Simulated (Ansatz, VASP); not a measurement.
**One calculation of Si, two programs**

File INCAR:

```
SYSTEM = Si
  ALGO = Normal
  EDIFF = 1E-7
  ENCUT = 520
  ISIF = 2
  ISMEAR = 0
  LASPH = .TRUE.
  LCHARG = .TRUE.
  LELF = .TRUE.
  LREAL = .FALSE.
  LVHAR = .TRUE.
  LWAVE = .FALSE.
  NBANDS = 11
  NELM = 60
  PREC = Accurate
  SIGMA = 0.05
```

The input KPOINTS:

```
k-points
0
G
  12 12 12
  0 0 0
```

Contents of POSCAR:

```
Si
1.0
    0.0000000000      2.8257108919      2.7480629224
    2.5286230084      0.0000000000      2.7480629224
    2.5286230084      2.8257108919      0.0000000000
Si
2
Direct
    0.5000000000      0.5000000000      0.5000000000
    0.7500000000      0.7500000000      0.7500000000
```

Input for Ansatz:

```yaml
crystal:
  lattice:
    - [0.0, 2.8257108919, 2.7480629224]
    - [2.5286230084, 0.0, 2.7480629224]
    - [2.5286230084, 2.8257108919, 0.0]
  atoms:
    - { symbol: Si, position: [0.5, 0.5, 0.5] }
    - { symbol: Si, position: [0.75, 0.75, 0.75] }
basis:
  ecutwfc: 420
kpoints:
  mp_grid: { grid: [12, 12, 12] }
hamiltonian:
  xc: lda
  pseudopotentials: { kind: paw, azcp: { folder: soft_1 } }
scf:
  occupations: { method: gaussian, width: 0.05 }
output:
  forces: true
  stress: true
  eigenvalues: true
```

Change from the starting cell: strain +e along x and -e along y -0.0550, strain +e along z and -e/2 along x and y +0.0175.

Alike in both runs: task single point; functional LDA; k mesh 12 × 12 × 12; occupations gaussian, width 0.05 eV; no spin polarisation.

|  | VASP | Ansatz |
| --- | --- | --- |
| version | VASP 6.6.1 | Ansatz 0.2.0 |
| potentials or method | VASP PAW LDA potentials, release 64 (Si), cutoff 520 eV | scalar-relativistic, plane waves, PAW |
| valence electrons in the cell | 8 | 8 |

VASP gave:

- gap on the k mesh at the Fermi level (eV): none
- pressure (GPa): 0.0
- traceless stress, the component that is largest in VASP (GPa): 4.92

Problem. Estimate Ansatz's values.

Solution. gap on the k mesh at the Fermi level (eV): none; pressure (GPa): -0.1; traceless stress, the component that is largest in VASP (GPa): 4.92.

Ansatz warns that its potentials were made for another functional, while VASP's fit it. LDA's correlation is that of Perdew and Zunger in VASP and of Perdew and Wang (1992) in Ansatz. A gap of «none» marks a metal or a gap that the smearing closes.
